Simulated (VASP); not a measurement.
# P (Cmce) in VASP: notebook

Runs on P. Level: PBE. Tasks: single point.

Everything below comes from runs of VASP 6.6.1. Logs are shortened: lines on timing, memory, paths and dates and some standing lists are left out, and cuts for length are marked.

## (1) The cell of the first run

It takes space group Cmce (No. 64, orthorhombic). The conventional cell has a = 3.410 Å, b = 11.624 Å, c = 4.489 Å, α = 90.00°, β = 90.00°, γ = 90.00°. Within 3.0 Å of P (site symmetry m) lie 3 P at 2.25 to 2.32 Å.

## (2) Single point, PBE (strain +0.030 along x and y, -0.015 along z)

Input file INCAR:

```
  PREC = Accurate
  ENCUT = 520
  EDIFF = 1E-6
  ISMEAR = 0
  SIGMA = 0.03
  LREAL = False
  LASPH = True
  NELM = 100
  ALGO = Normal
  ISIF = 2
  LWAVE = False
  LCHARG = True
  GGA = PE
  LELF = True
  LVHAR = True
  NBANDS = 18
```

Input file KPOINTS:

```
Automatic mesh
0
Gamma
  10 10 8
```

Input file POSCAR:

```
P
1.0
    1.7048727138     -5.8119992806      0.0000000000
    1.7048727138      5.8119992806      0.0000000000
    0.0000000000      0.0000000000      4.4894062234
P
4
Direct
    0.0940707809      0.9059292191      0.9137202394
    0.5940707809      0.4059292191      0.5862797606
    0.9059292191      0.0940707809      0.0862797606
    0.4059292191      0.5940707809      0.4137202394
```

Potentials or basis: VASP PAW PBE potentials, release 64 (P).

Launch:

```console
$ cat potpaw_PBE.64/P/POTCAR > POTCAR
$ mpirun -np 1 vasp_std > vasp.out
```

OUTCAR:

```text
PREC = Accurate
   ENCUT = 520
   EDIFF = 1E-6
   ISMEAR = 0
   LREAL = False
   LASPH = True
   NELM = 100
   ISIF = 2
   GGA = PE

 ion  position               nearest neighbor table
   1  0.094  0.906  0.914-   2 2.25   2 2.25   3 2.32
   2  0.594  0.406  0.586-   1 2.25   1 2.25   4 2.32
   3  0.906  0.094  0.086-   4 2.25   4 2.25   1 2.32
   4  0.406  0.594  0.414-   3 2.25   3 2.25   2 2.32

  LATTYP: Found a base centered orthorhombic cell.
 ALAT       =     3.4097454276
 B/A-ratio  =     3.4090517336
 C/A-ratio  =     1.3166397078

  Lattice vectors:

 A1 = (   1.7048727138,  -5.8119992806,   0.0000000000)
 A2 = (   1.7048727138,   5.8119992806,   0.0000000000)
 A3 = (   0.0000000000,   0.0000000000,   4.4894062234)

Analysis of symmetry for initial positions (statically):
=====================================================================
 Subroutine PRICEL returns:
 Original cell was already a primitive cell.

 Routine SETGRP: Setting up the symmetry group for a
 base centered orthorhombic supercell.

 Subroutine GETGRP returns: Found  8 space group operations
 (whereof  4 operations were pure point group operations)
 out of a pool of  8 trial point group operations.

The static configuration has the point symmetry C_2h.
 The point group associated with its full space group is D_2h.

Analysis of symmetry for dynamics (positions and initial velocities):
=====================================================================
 Subroutine PRICEL returns:
 Original cell was already a primitive cell.

 Routine SETGRP: Setting up the symmetry group for a
 base centered orthorhombic supercell.

 Subroutine GETGRP returns: Found  8 space group operations
 (whereof  4 operations were pure point group operations)
 out of a pool of  8 trial point group operations.

The dynamic configuration has the point symmetry C_2h.
 The point group associated with its full space group is D_2h.

 Subroutine INISYM returns: Found  8 space group operations
 (whereof  4 operations are pure point group operations),
 and found     1 'primitive' translations

----------------------------------------------------------------------------------------

                                     Primitive cell

  volume of cell :      88.9685

  direct lattice vectors                    reciprocal lattice vectors
     1.704872714 -5.811999281  0.000000000     0.293277026 -0.086028916  0.000000000
     1.704872714  5.811999281  0.000000000     0.293277026  0.086028916  0.000000000
     0.000000000  0.000000000  4.489406223     0.000000000  0.000000000  0.222746606

  length of vectors
     6.056890837  6.056890837  4.489406223     0.305634404  0.305634404  0.222746606

  position of ions in fractional coordinates (direct lattice)
     0.094070781  0.905929219  0.913720239
     0.594070781  0.405929219  0.586279761
     0.905929219  0.094070781  0.086279761
     0.405929219  0.594070781  0.413720239

  ion indices of the primitive-cell ions
   primitive index   ion index
                 1           1
                 2           2
                 3           3
                 4           4

----------------------------------------------------------------------------------------

 KPOINTS: Automatic mesh

Automatic generation of k-mesh.
 Grid dimensions read from file:
 generate k-points for:   10   10    8

 Generating k-lattice:

  Cartesian coordinates                     Fractional coordinates (reciprocal lattice)
     0.029327703 -0.008602892  0.000000000     0.100000000  0.000000000  0.000000000
     0.029327703  0.008602892  0.000000000     0.000000000  0.100000000  0.000000000
     0.000000000  0.000000000  0.027843326     0.000000000  0.000000000  0.125000000

  Length of vectors
     0.030563440  0.030563440  0.027843326

  Shift w.r.t. Gamma in fractional coordinates (k-lattice)
     0.000000000  0.000000000  0.000000000

 Subroutine IBZKPT returns following result:
 ===========================================

 Found    155 irreducible k-points:

 Following reciprocal coordinates:
            Coordinates               Weight
  0.000000  0.000000  0.000000      1.000000
  0.100000  0.000000  0.000000      4.000000
  0.200000  0.000000  0.000000      4.000000
  0.300000 -0.000000  0.000000      4.000000
  0.400000  0.000000  0.000000      4.000000
  0.500000  0.000000  0.000000      2.000000
[... 16 lines left out ...]
  0.300000  0.300000  0.000000      2.000000
  0.400000  0.300000  0.000000      4.000000
 [... further k-points ...]
   k-points           NKPTS =    155   k-points in BZ     NKDIM =    155   number of bands    NBANDS=     18
   number of dos      NEDOS =    301   number of ions     NIONS =      4
   total plane-waves  NPLWV =  82944
   dimension x,y,z NGX =    48 NGY =   48 NGZ =   36
   dimension x,y,z NGXF=    96 NGYF=   96 NGZF=   72
   ions per type =               4
   NGX,Y,Z   is equivalent  to a cutoff of  13.17, 13.17, 13.33 a.u.
   NGXF,Y,Z  is equivalent  to a cutoff of  26.35, 26.35, 26.66 a.u.
 SYSTEM =  unknown system
   PREC   = accura    normal or accurate (medium, high low for compatibility)
   ISTART =      0    job   : 0-new  1-cont  2-samecut
   ICHARG =      2    charge: 1-file 2-atom 10-const
   ISPIN  =      1    spin polarized calculation?
   LNONCOLLINEAR =      F non collinear calculations
   LSORBIT =      F    spin-orbit coupling
   LASPH  =      T    aspherical Exc in radial PAW
   ENCUT  =  520.0 eV  38.22 Ry    6.18 a.u.  11.26 11.26  8.35*2*pi/ulx,y,z
   NELM   =    100;   NELMIN=  2; NELMDL= -5     # of ELM steps
   EDIFF  = 0.1E-05   stopping-criterion for ELM
   LREAL  =      F    real-space projection
   EDIFFG = 0.1E-04   stopping-criterion for IOM
   NSW    =      0    number of steps for IOM
   IBRION =     -1    ionic relax: 0-MD 1-quasi-New 2-CG
   NFREE  =      0    steps in history (QN), initial steepest desc. (CG)
   ISIF   =      2    stress and relaxation
   ISYM   =      2    0-nonsym 1-usesym 2-fastsym
   POTIM  = 0.5000    time-step for ionic-motion
   TEBEG  =    0.0;   TEEND  =   0.0 temperature during run
   PSTRESS=    0.0 pullay stress
   NELECT =      20.0000    total number of electrons
   NUPDOWN=      -1.0000    fix difference up-down
   EMIN   =  10.00;   EMAX   =-10.00  energy-range for DOS
   EFERMI =   0.00;   METHOD = LEGACY
   ISMEAR =     0;   SIGMA  =   0.03  broadening in eV -4-tet -1-fermi 0-gaus
   EFERMI_NEDOS =   21; number of points for ismear=-14 and -15
   IALGO  =     38    algorithm
   IMIX   =      4    mixing-type and parameters
     AMIX     =   0.40;   BMIX     =  1.00
     AMIX_MAG =   1.60;   BMIX_MAG =  1.00
  volume/ion in A,a.u.               =      22.24       150.10
  Fermi-wavevector in a.u.,A,eV,Ry     =   0.995419  1.881070 13.481461  0.990859
  Thomas-Fermi vector in A             =   2.127438
   LORBIT       =      0    0 simple, 1 ext, 2 COOP (PROOUT), +10 PAW based schemes
   GGA     = PE    functional components
   LHFCALC =     F    Hartree Fock is set to
   AEXX    =    0.0000 exact exchange contribution
   IVDW    =     0    specifies the selected vdW correction
   LEPSILON=     F    determine dielectric tensor
   LRPA    =     F    only Hartree local field effects (RPA)
 non-spin polarized calculation
 Gauss-broadening in eV      SIGMA  =   0.03
  energy-cutoff  :      520.00
  volume of cell :       88.97
 maximum number of plane-waves:      2427
 NGX is ok and might be reduce to    48
   NGX = 23   NGY = 23   NGZ = 17

 number of electron      20.0000000 magnetization

 Free energy of the ion-electron system (eV)
  ---------------------------------------------------
  ext. energy  EPLUGINS =         0.00000000
  ---------------------------------------------------
  free energy    TOTEN  =       -21.43512697 eV

  energy without entropy =      -21.43509022  energy(sigma->0) =      -21.43510859

 E-fermi :   4.8933     XC(G=0):  -9.0415

 val. band max:        4.8817243912   @ k =   0.5000   0.5000   0.0000
 cond. band min:       4.9047875274   @ k =   0.5000   0.5000   0.0000
 fundamental gap:      0.0230631362
 Fermi energy:         4.8932968692

 k-point     1 :       0.0000    0.0000    0.0000
  band No.  band energies     occupation
      1     -10.2092      2.00000
      2      -7.7425      2.00000
      3      -4.2456      2.00000
      4      -1.2998      2.00000
      5      -0.0739      2.00000
      6       0.4748      2.00000
[... 10 lines left out ...]
     17      11.5075      0.00000
     18      11.9536      0.00000

 k-point     2 :       0.1000    0.0000    0.0000
  band No.  band energies     occupation
      1     -10.0958      2.00000
      2      -7.6322      2.00000
      3      -4.3403      2.00000
      4      -1.1973      2.00000
      5      -0.3454      2.00000
      6       0.4062      2.00000
[... 10 lines left out ...]
     17      11.2141      0.00000
     18      11.3982      0.00000

 k-point     3 :       0.2000    0.0000    0.0000
  band No.  band energies     occupation
      1      -9.7581      2.00000
      2      -7.3021      2.00000
      3      -4.7165      2.00000
      4      -1.2778      2.00000
      5      -0.9022      2.00000
      6      -0.3182      2.00000
[... 10 lines left out ...]
     17       9.9153      0.00000
     18      11.3099      0.00000

 k-point     4 :       0.3000   -0.0000    0.0000
  band No.  band energies     occupation
      1      -9.2037      2.00000
      2      -6.7536      2.00000
      3      -5.4807      2.00000
      4      -2.5741      2.00000
      5      -0.5762      2.00000
      6      -0.4668      2.00000
[... 10 lines left out ...]
     17      11.1510      0.00000
     18      11.3858      0.00000

 k-point     5 :       0.4000    0.0000    0.0000
  band No.  band energies     occupation
      1      -8.4485      2.00000
      2      -6.4903      2.00000
      3      -5.9909      2.00000
      4      -3.8677      2.00000
      5      -0.3755      2.00000
      6      -0.0612      2.00000
[... 10 lines left out ...]
     17      11.3558      0.00000
     18      11.5588      0.00000

 k-point     6 :       0.5000    0.0000    0.0000
  band No.  band energies     occupation
      1      -7.5232      2.00000
      2      -7.5232      2.00000
      3      -5.0225      2.00000
      4      -5.0225      2.00000
      5      -0.0467      2.00000
      6      -0.0467      2.00000
[... 10 lines left out ...]
     17      11.4833      0.00000
     18      11.4833      0.00000

 k-point     7 :       0.1000    0.1000    0.0000
  band No.  band energies     occupation
      1      -9.7658      2.00000
      2      -7.2819      2.00000
      3      -4.7171      2.00000
      4      -1.2802      2.00000
      5      -0.9420      2.00000
      6      -0.3177      2.00000
[... 10 lines left out ...]
     17       9.8942      0.00000
     18      12.0096      0.00000

 k-point     8 :       0.2000    0.1000    0.0000
  band No.  band energies     occupation
      1      -9.2181      2.00000
      2      -6.7157      2.00000
      3      -5.4748      2.00000
      4      -2.5990      2.00000
      5      -0.5762      2.00000
      6      -0.5369      2.00000
[... 10 lines left out ...]
     17      11.1311      0.00000
     18      11.7753      0.00000
[... 229 lines left out ...]
     17      11.0724      0.00000
     18      11.1264      0.00000

 k-point    20 :      -0.4000    0.2000    0.0000
  band No.  band energies     occupation
      1      -9.7106      2.00000
      2      -7.4202      2.00000
      3      -4.7130      2.00000
      4      -1.2594      2.00000
      5      -0.6360      2.00000
      6      -0.3308      2.00000
[... 10 lines left out ...]
     17      10.0677      0.00000
     18      10.4853      0.00000

 k-point    21 :      -0.3000    0.2000    0.0000
  band No.  band energies     occupation
      1     -10.0554      2.00000
      2      -7.7334      2.00000
      3      -4.3222      2.00000
      4      -0.9736      2.00000
      5      -0.4373      2.00000
      6       0.3844      2.00000
[... 10 lines left out ...]
     17      10.1987      0.00000
     18      11.2635      0.00000

 k-point    22 :      -0.2000    0.2000    0.0000
  band No.  band energies     occupation
      1     -10.1800      2.00000
      2      -7.8161      2.00000
      3      -4.2289      2.00000
      4      -1.1420      2.00000
      5      -0.1809      2.00000
      6       0.3710      2.00000
[... 10 lines left out ...]
     17      10.7896      0.00000
     18      12.0668      0.00000

 k-point    23 :       0.3000    0.3000    0.0000
  band No.  band energies     occupation
      1      -8.3956      2.00000
      2      -6.5273      2.00000
      3      -6.1240      2.00000
      4      -3.7497      2.00000
      5      -0.3902      2.00000
      6       0.1371      2.00000
[... 10 lines left out ...]
     17      11.1889      0.00000
     18      12.1737      0.00000

 k-point    24 :       0.4000    0.3000    0.0000
  band No.  band energies     occupation
      1      -9.1385      2.00000
      2      -6.9141      2.00000
      3      -5.5052      2.00000
      4      -2.4635      2.00000
      5      -0.5845      2.00000
      6      -0.1048      2.00000
[... 10 lines left out ...]
     17      10.9892      0.00000
     18      11.3113      0.00000

 [... further k-points ...]

------------------------ aborting loop because EDIFF is reached ----------------------------------------

  FORCE on cell =-STRESS in cart. coord.  units (eV):
  Direction    XX          YY          ZZ          XY          YZ          ZX
  --------------------------------------------------------------------------------------
  -------------------------------------------------------------------------------------
  Total       -2.6678395     -2.1652673     -0.3249957      0.0000000      0.0000000      0.0000000
  in kB      -48.0434157    -38.9929143     -5.8526389      0.0000000      0.0000000      0.0000000
  external PRESSURE =     -30.9629896 kB  Pullay stress =       0.0000000 kB

 VOLUME and BASIS-vectors are now :
 -----------------------------------------------------------------------------
  energy-cutoff  :      520.00
  volume of cell :       88.97
      direct lattice vectors                 reciprocal lattice vectors
     1.704872714 -5.811999281  0.000000000     0.293277026 -0.086028916  0.000000000
     1.704872714  5.811999281  0.000000000     0.293277026  0.086028916  0.000000000
     0.000000000  0.000000000  4.489406223     0.000000000  0.000000000  0.222746606

 POSITION                                       TOTAL-FORCE (eV/Angst)
 -----------------------------------------------------------------------------------
      1.70487      4.71852      4.10206         0.000000      0.450524      0.126324
      1.70487     -1.09348      2.63205         0.000000      0.450524     -0.126324
      1.70487     -4.71852      0.38734         0.000000     -0.450524     -0.126324
      1.70487      1.09348      1.85736         0.000000     -0.450524      0.126324
 -----------------------------------------------------------------------------------
    total drift:                                0.000000      0.000000      0.000000

  FREE ENERGIE OF THE ION-ELECTRON SYSTEM (eV)
  ---------------------------------------------------
  free  energy   TOTEN  =       -21.4351269667 eV

  energy  without entropy=      -21.4350902197  energy(sigma->0) =      -21.43510859
```

Wall time 2 min (1 thread of Intel Xeon 6975P-C (Granite Rapids), shared host); peak memory 0.37 GiB.

What came out:

* Free energy: -21.4351 eV
* Pressure: -3.1 GPa
* Largest force: 0.468 eV/Å
* Band gap on the k mesh: 0.02 eV

Forces on the atoms (eV/Å):
```
P    0.000  0.451  0.126
P    0.000  0.451 -0.126
P    0.000 -0.451 -0.126
P    0.000 -0.451  0.126
```

Stress tensor (GPa, compression positive):
```
-4.80  0.00  0.00
 0.00 -3.90  0.00
 0.00  0.00 -0.59
```

Caveat: the cell differs from its parent crystal (strain +0.030 along x and y, -0.015 along z); the cell stands under tension. A k mesh can miss the band edges.

## (3) Single point, PBE (strain +0.015 along x and y, +0.015 along z)

Input file INCAR:

```
PREC = Accurate
ENCUT = 520
EDIFF = 1E-6
ISMEAR = 0
SIGMA = 0.03
LREAL = F
LASPH = T
NELM = 100
ALGO = Normal
ISIF = 2
LWAVE = F
LCHARG = F
GGA = PE
NBANDS = 18
```

KPOINTS is that of step 2.

Input file POSCAR:

```
P
1.0
    1.6800444704     -5.7273585144      0.0000000000
    1.6800444704      5.7273585144      0.0000000000
    0.0000000000      0.0000000000      4.6261394078
P
4
Direct
    0.0940707809      0.9059292191      0.9137202394
    0.5940707809      0.4059292191      0.5862797606
    0.9059292191      0.0940707809      0.0862797606
    0.4059292191      0.5940707809      0.4137202394
```

Potentials or basis: VASP PAW PBE potentials, release 64 (P).

Launch:

```console
$ cat potpaw_PBE.64/P/POTCAR > POTCAR
$ mpirun -np 1 vasp_std > vasp.out
```

It took 1.9 min on 1 thread of Intel Xeon 6975P-C (Granite Rapids), shared host; peak memory 0.37 GiB.

The run converged. Its results:

```yaml
Free_energy: -21.4671 eV
Pressure: -3.1 GPa
Largest_force: 0.395 eV/Å
Band_gap_on_the_k_mesh: 0.23 eV
```

Forces on the atoms (eV/Å):
```
P    0.000  0.302 -0.255
P    0.000  0.302  0.255
P    0.000 -0.302  0.255
P    0.000 -0.302 -0.255
```

Stress tensor (GPa, compression positive):
```
-3.72  0.00  0.00
 0.00 -2.48  0.00
 0.00  0.00 -2.96
```

Levels at points of the mesh, in eV from the valence-band top:
| k point | band 8 | band 9 | band 10 | band 11 | band 12 | band 13 |
| --- | --- | --- | --- | --- | --- | --- |
| (0.00, 0.00, 0.00) | -2.42 | -2.17 | -0.90 | 0.83 | 1.32 | 2.08 |
| (0.50, 0.00, 0.00) | -3.06 | -2.35 | -2.35 | 0.85 | 0.85 | 1.65 |
| (0.50, 0.50, 0.00) | -2.06 | -1.49 | 0.00 | 0.23 | 1.15 | 2.20 |
| (0.00, 0.00, 0.50) | -2.84 | -1.42 | -1.42 | 1.52 | 1.52 | 2.97 |
| (0.50, 0.00, 0.50) | -4.96 | -1.60 | -1.60 | 1.88 | 1.88 | 3.47 |
| (0.50, 0.50, 0.50) | -2.66 | -1.69 | -1.69 | 1.55 | 1.55 | 2.53 |

Caveat: the cell differs from its parent crystal (strain +0.015 along x and y, +0.015 along z); the cell stands under tension.
